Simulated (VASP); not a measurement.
# CsBa3 (I4/mmm) in VASP: a series of runs

CsBa3 is run at these levels: PBE; tasks: single point.

All numbers are computed with VASP 6.6.1; they aren't measurements. Logs are shortened: lines on timing, memory, paths and dates and some standing lists are left out, and cuts for length are marked.

### Step 1. The cell of the first run

Symmetry: I4/mmm, No. 139, tetragonal system. The conventional cell has a = 6.493 Å, b = 6.493 Å, c = 13.607 Å, α = 90.00°, β = 90.00°, γ = 90.00°.

### Step 2. Single point, PBE

INCAR

```
ALGO = Normal
EDIFF = 1E-6
ENCUT = 520
GGA = PE
ISIF = 2
ISMEAR = -1
ISYM = 0
LASPH = T
LCHARG = T
LELF = T
LREAL = F
LVHAR = T
LWAVE = F
NBANDS = 28
NELM = 60
PREC = Accurate
SIGMA = 0.05
```

KPOINTS

```
k-points
0
Gamma
  4 4 5
```

POSCAR

```
CsBa3
1.0
   -3.2464700000      3.2464700000      6.8033800000
    3.2464700000     -3.2464700000      6.8033800000
    3.2464700000      3.2464700000     -6.8033800000
Cs Ba
1 3
Direct
    0.0000000000      0.0000000000      0.0000000000
    0.7500000000      0.2500000000      0.5000000000
    0.2500000000      0.7500000000      0.5000000000
    0.5000000000      0.5000000000      0.0000000000
```

Potentials or basis: VASP PAW PBE potentials, release 64 (Cs_sv, Ba_sv).

Started as:

```sh
cat potpaw_PBE.64/Cs_sv/POTCAR potpaw_PBE.64/Ba_sv/POTCAR > POTCAR
mpirun -np 1 vasp_std > vasp.out
```

OUTCAR:

```text
EDIFF = 1E-6
   ENCUT = 520
   GGA = PE
   ISIF = 2
   ISMEAR = -1
   ISYM = 0
   LASPH = T
   LREAL = F
   NELM = 60
   PREC = Accurate

 ion  position               nearest neighbor table
   1  0.000  0.000  0.000-
   2  0.750  0.250  0.500-   3 4.59   3 4.59   3 4.59   3 4.59   4 4.70   4 4.70   4 4.70   4 4.70

   3  0.250  0.750  0.500-   2 4.59   2 4.59   2 4.59   2 4.59   4 4.70   4 4.70   4 4.70   4 4.70

   4  0.500  0.500  0.000-   3 4.70   2 4.70   2 4.70   3 4.70   2 4.70   3 4.70   3 4.70   2 4.70

IMPORTANT INFORMATION: All symmetrisations will be switched off!
NOSYMM: (Re-)initialisation of all symmetry stuff for point group C_1.

----------------------------------------------------------------------------------------

                                     Primitive cell

  volume of cell :     286.8187

  direct lattice vectors                    reciprocal lattice vectors
    -3.246470000  3.246470000  6.803380000     0.000000000  0.154013436  0.073492881
     3.246470000 -3.246470000  6.803380000     0.154013436  0.000000000  0.073492881
     3.246470000  3.246470000 -6.803380000     0.154013436  0.154013436  0.000000000

  length of vectors
     8.207625378  8.207625378  8.207625378     0.170649765  0.170649765  0.217807890

  position of ions in fractional coordinates (direct lattice)
     0.000000000  0.000000000  0.000000000
     0.750000000  0.250000000  0.500000000
     0.250000000  0.750000000  0.500000000
     0.500000000  0.500000000  0.000000000

  ion indices of the primitive-cell ions
   primitive index   ion index
                 1           1
                 2           2
                 3           3
                 4           4

----------------------------------------------------------------------------------------

 KPOINTS: k-points

Automatic generation of k-mesh.
 Grid dimensions read from file:
 generate k-points for:    4    4    5

 Generating k-lattice:

  Cartesian coordinates                     Fractional coordinates (reciprocal lattice)
     0.000000000  0.038503359  0.018373220     0.250000000 -0.000000000  0.000000000
     0.038503359  0.000000000  0.018373220    -0.000000000  0.250000000  0.000000000
     0.030802687  0.030802687  0.000000000     0.000000000  0.000000000  0.200000000

  Length of vectors
     0.042662441  0.042662441  0.043561578

  Shift w.r.t. Gamma in fractional coordinates (k-lattice)
     0.000000000  0.000000000  0.000000000

 -----------------------------------------------------------------------------
|                                                                             |
|           W    W    AA    RRRRR   N    N  II  N    N   GGGG   !!!           |
|           W    W   A  A   R    R  NN   N  II  NN   N  G    G  !!!           |
|           W    W  A    A  R    R  N N  N  II  N N  N  G       !!!           |
|           W WW W  AAAAAA  RRRRR   N  N N  II  N  N N  G  GGG   !            |
|           WW  WW  A    A  R   R   N   NN  II  N   NN  G    G                |
|           W    W  A    A  R    R  N    N  II  N    N   GGGG   !!!           |
|                                                                             |
|     Your reciprocal lattice and k-lattice belong to different lattice       |
|     classes:                                                                |
|                                                                             |
|        The reciprocal lattice is body-centered tetragonal,                  |
|        whereas your k-lattice is base-centered monoclinic.                  |
|                                                                             |
|     Results are often still useful ...                                      |
|                                                                             |
 -----------------------------------------------------------------------------

 WARNING: IBZKPT: internal override: KBLOWUP is changed to .FALSE.
      ... skipping the blow-up phase ...

 Subroutine IBZKPT returns following result:
 ===========================================

 Found     42 irreducible k-points:

 Following reciprocal coordinates:
            Coordinates               Weight
  0.000000  0.000000  0.000000      1.000000
  0.250000 -0.000000  0.000000      2.000000
  0.500000 -0.000000  0.000000      1.000000
 -0.000000  0.250000  0.000000      2.000000
  0.250000  0.250000  0.000000      2.000000
  0.500000  0.250000  0.000000      2.000000
[... 16 lines left out ...]
  0.000000 -0.250000  0.200000      2.000000
  0.250000 -0.250000  0.200000      2.000000
 [... further k-points ...]
   k-points           NKPTS =     42   k-points in BZ     NKDIM =     42   number of bands    NBANDS=     28
   number of dos      NEDOS =    301   number of ions     NIONS =      4
   total plane-waves  NPLWV = 262144
   dimension x,y,z NGX =    64 NGY =   64 NGZ =   64
   dimension x,y,z NGXF=   128 NGYF=  128 NGZF=  128
   ions per type =               1   3
   NGX,Y,Z   is equivalent  to a cutoff of  12.96, 12.96, 12.96 a.u.
   NGXF,Y,Z  is equivalent  to a cutoff of  25.93, 25.93, 25.93 a.u.
 SYSTEM =  unknown system
   PREC   = accura    normal or accurate (medium, high low for compatibility)
   ISTART =      0    job   : 0-new  1-cont  2-samecut
   ICHARG =      2    charge: 1-file 2-atom 10-const
   ISPIN  =      1    spin polarized calculation?
   LNONCOLLINEAR =      F non collinear calculations
   LSORBIT =      F    spin-orbit coupling
   LASPH  =      T    aspherical Exc in radial PAW
   ENCUT  =  520.0 eV  38.22 Ry    6.18 a.u.  15.26 15.26 15.26*2*pi/ulx,y,z
   NELM   =     60;   NELMIN=  2; NELMDL= -5     # of ELM steps
   EDIFF  = 0.1E-05   stopping-criterion for ELM
   LREAL  =      F    real-space projection
   EDIFFG = 0.1E-04   stopping-criterion for IOM
   NSW    =      0    number of steps for IOM
   IBRION =     -1    ionic relax: 0-MD 1-quasi-New 2-CG
   NFREE  =      0    steps in history (QN), initial steepest desc. (CG)
   ISIF   =      2    stress and relaxation
   ISYM   =      0    0-nonsym 1-usesym 2-fastsym
   POTIM  = 0.5000    time-step for ionic-motion
   TEBEG  =    0.0;   TEEND  =   0.0 temperature during run
   PSTRESS=    0.0 pullay stress
   NELECT =      39.0000    total number of electrons
   NUPDOWN=      -1.0000    fix difference up-down
   EMIN   =  10.00;   EMAX   =-10.00  energy-range for DOS
   EFERMI =   0.00;   METHOD = LEGACY
   ISMEAR =    -1;   SIGMA  =   0.05  broadening in eV -4-tet -1-fermi 0-gaus
   EFERMI_NEDOS =   21; number of points for ismear=-14 and -15
   IALGO  =     38    algorithm
   IMIX   =      4    mixing-type and parameters
     AMIX     =   0.40;   BMIX     =  1.00
     AMIX_MAG =   1.60;   BMIX_MAG =  1.00
  volume/ion in A,a.u.               =      71.70       483.89
  Fermi-wavevector in a.u.,A,eV,Ry     =   0.841835  1.590838  9.642270  0.708687
  Thomas-Fermi vector in A             =   1.956444
   LORBIT       =      0    0 simple, 1 ext, 2 COOP (PROOUT), +10 PAW based schemes
   GGA     = PE    functional components
[... 5 lines left out ...]
 non-spin polarized calculation
  energy-cutoff  :      520.00
  volume of cell :      286.82
 maximum number of plane-waves:      7758
 NGX is ok and might be reduce to    64
   NGX = 31   NGY = 31   NGZ = 31

 number of electron      39.0000001 magnetization

 Free energy of the ion-electron system (eV)
  ---------------------------------------------------
  ext. energy  EPLUGINS =         0.00000000
  ---------------------------------------------------
  free energy    TOTEN  =        -5.99612430 eV

  energy without entropy =       -5.94919969  energy(sigma->0) =       -5.97266199

 E-fermi :   1.3902     XC(G=0):  -6.9535

 val. band max:        1.3565391866   @ k =   0.5000   0.2500   0.4000
 cond. band min:       1.4342009601   @ k =   0.0000   0.0000   0.2000
 fundamental gap:      0.0776617735
 Fermi energy:         1.3902224940

 k-point     1 :       0.0000    0.0000    0.0000
  band No.  band energies     occupation
      1     -27.9309      2.00000
      2     -27.9098      2.00000
      3     -27.8973      2.00000
      4     -21.5361      2.00000
      5     -13.1672      2.00000
      6     -13.1360      2.00000
[... 20 lines left out ...]
     27       3.0934      0.00000
     28       3.1488      0.00000

 k-point     2 :       0.2500   -0.0000    0.0000
  band No.  band energies     occupation
      1     -27.9287      2.00000
      2     -27.9093      2.00000
      3     -27.8999      2.00000
      4     -21.5361      2.00000
      5     -13.1570      2.00000
      6     -13.1368      2.00000
[... 20 lines left out ...]
     27       2.8995      0.00000
     28       3.3802      0.00000

 k-point     3 :       0.5000   -0.0000    0.0000
  band No.  band energies     occupation
      1     -27.9264      2.00000
      2     -27.9063      2.00000
      3     -27.9052      2.00000
      4     -21.5361      2.00000
      5     -13.1553      2.00000
      6     -13.1250      2.00000
[... 20 lines left out ...]
     27       2.6511      0.00000
     28       3.0197      0.00000

 k-point     4 :      -0.0000    0.2500    0.0000
  band No.  band energies     occupation
      1     -27.9287      2.00000
      2     -27.9093      2.00000
      3     -27.8999      2.00000
      4     -21.5361      2.00000
      5     -13.1570      2.00000
      6     -13.1368      2.00000
[... 578 lines left out ...]
     27       2.7316      0.00000
     28       3.0851      0.00000

 k-point    23 :       0.0000   -0.2500    0.2000
  band No.  band energies     occupation
      1     -27.9292      2.00000
      2     -27.9097      2.00000
      3     -27.8991      2.00000
      4     -21.5361      2.00000
      5     -13.1596      2.00000
      6     -13.1391      2.00000
[... 20 lines left out ...]
     27       2.9735      0.00000
     28       3.3523      0.00000

 k-point    24 :       0.2500   -0.2500    0.2000
  band No.  band energies     occupation
      1     -27.9268      2.00000
      2     -27.9062      2.00000
      3     -27.9049      2.00000
      4     -21.5361      2.00000
      5     -13.1456      2.00000
      6     -13.1387      2.00000
[... 20 lines left out ...]
     27       2.5143      0.00000
     28       3.1872      0.00000

 [... further k-points ...]

------------------------ aborting loop because EDIFF is reached ----------------------------------------

  FORCE on cell =-STRESS in cart. coord.  units (eV):
  Direction    XX          YY          ZZ          XY          YZ          ZX
  --------------------------------------------------------------------------------------
  -------------------------------------------------------------------------------------
  Total        0.1372111      0.1372151     -0.0578168      0.0166977      0.0437135      0.0437238
  in kB        0.7664647      0.7664874     -0.3229660      0.0932739      0.2441848      0.2442422
  external PRESSURE =       0.4033287 kB  Pullay stress =       0.0000000 kB

 VOLUME and BASIS-vectors are now :
 -----------------------------------------------------------------------------
  energy-cutoff  :      520.00
  volume of cell :      286.82
      direct lattice vectors                 reciprocal lattice vectors
    -3.246470000  3.246470000  6.803380000     0.000000000  0.154013436  0.073492881
     3.246470000 -3.246470000  6.803380000     0.154013436  0.000000000  0.073492881
     3.246470000  3.246470000 -6.803380000     0.154013436  0.154013436  0.000000000

 POSITION                                       TOTAL-FORCE (eV/Angst)
 -----------------------------------------------------------------------------------
      0.00000      0.00000      0.00000        -0.000001      0.000002      0.000002
      0.00000      3.24647      3.40169         0.001254     -0.001251      0.000001
      3.24647      0.00000      3.40169        -0.001252      0.001245      0.000003
      0.00000      0.00000      6.80338        -0.000001      0.000003     -0.000005
 -----------------------------------------------------------------------------------
    total drift:                                0.000001      0.000003      0.000003

  FREE ENERGIE OF THE ION-ELECTRON SYSTEM (eV)
  ---------------------------------------------------
  free  energy   TOTEN  =        -5.9961242987 eV

  energy  without entropy=       -5.9491996853  energy(sigma->0) =       -5.97266199
```

It took 7.5 min on 1 thread of Intel Xeon Platinum 8259CL at 2.50GHz (Skylake/Cascade Lake), shared host; peak memory 0.73 GiB.

What came out:

- Free energy: -5.9961 eV
- Pressure: 0.0 GPa
- Band gap on the k mesh: zero (an odd number of electrons rules out a gap without spin polarisation)

Stress tensor (GPa, compression positive):
```
 0.08  0.01  0.02
 0.01  0.08  0.02
 0.02  0.02 -0.03
```

Caveat: spin-orbit coupling is left out, which moves the levels of the heavy elements.

[end of part 1 of 2]
